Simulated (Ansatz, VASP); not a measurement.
# One calculation of TiAl3, two programs

File INCAR:

```
SYSTEM = TiAl3
PREC     = Accurate       ! precision mode
ENCUT    = 520            ! plane-wave cutoff, eV
EDIFF    = 1E-7           ! SCF threshold, eV
ISMEAR   = 0              ! smearing method
SIGMA    = 0.15           ! smearing width, eV
LREAL    = .False.        ! projectors in reciprocal space
LASPH    = .True.         ! aspherical terms in the spheres
NELM     = 100            ! most SCF steps
ALGO     = Fast           ! electronic algorithm
ISIF     = 2              ! what is computed and relaxed
LWAVE    = .False.        ! write WAVECAR
LCHARG   = .False.        ! write CHGCAR
GGA      = PS             ! functional
NBANDS   = 18             ! bands
```

KPOINTS

```
regular mesh
0
Gamma
  12 12 12
  0 0 0
```

POSCAR

```
TiAl3
1.0
    4.0667951544      0.0000000000      0.0000000000
    0.0000000000      4.0667951544      0.0000000000
    0.0000000000      0.0000000000      3.8298944658
Ti Al
1 3
Direct
    0.0000000000      0.0000000000      0.0000000000
    0.5000000000      0.5000000000      0.0000000000
    0.5000000000      0.0000000000      0.5000000000
    0.0000000000      0.5000000000      0.5000000000
```

Input for Ansatz:

```yaml
crystal:
  lattice:
    - [4.0667951544, 0.0, 0.0]
    - [0.0, 4.0667951544, 0.0]
    - [0.0, 0.0, 3.8298944658]
  atoms:
    - { symbol: Ti, position: [0.0, 0.0, 0.0] }
    - { symbol: Al, position: [0.5, 0.5, 0.0] }
    - { symbol: Al, position: [0.5, 0.0, 0.5] }
    - { symbol: Al, position: [0.0, 0.5, 0.5] }
basis:
  ecutwfc: 420
kpoints:
  mp_grid: { grid: [12, 12, 12] }
hamiltonian:
  xc: pbesol
scf:
  occupations: { method: gaussian, width: 0.15 }
output:
  forces: true
  stress: true
  eigenvalues: true
  write_density: true
  write_potential: true
  elf: true
  volumetric_format: npy
```

Change from the starting cell: strain +0.030 along x and y, -0.030 along z, atoms carried along.

Alike in both runs: task single point; functional PBEsol; k mesh 12 × 12 × 12; occupations gaussian, width 0.15 eV; no spin polarisation.

|  | VASP | Ansatz |
| --- | --- | --- |
| version | VASP 6.6.1 | Ansatz 0.2.0 |
| potentials or method | VASP PAW PBE potentials, release 64 (Ti_sv, Al), cutoff 520 eV | scalar-relativistic, plane waves, PAW |
| valence electrons in the cell | 21 | 21 |

Ansatz gave:

| Item | Value |
| --- | --- |
| gap on the k mesh at the Fermi level (eV) | none |
| pressure (GPa) | -2.8 |
| traceless stress, the component that is largest in VASP (GPa) | 4.61 |

Q: Which values does VASP return?

A: gap on the k mesh at the Fermi level (eV): none; pressure (GPa): -2.7; traceless stress, the component that is largest in VASP (GPa): 4.62.

VASP's potentials were made for PBE, not for PBEsol. A gap of «none» marks a metal or a gap that the smearing closes.
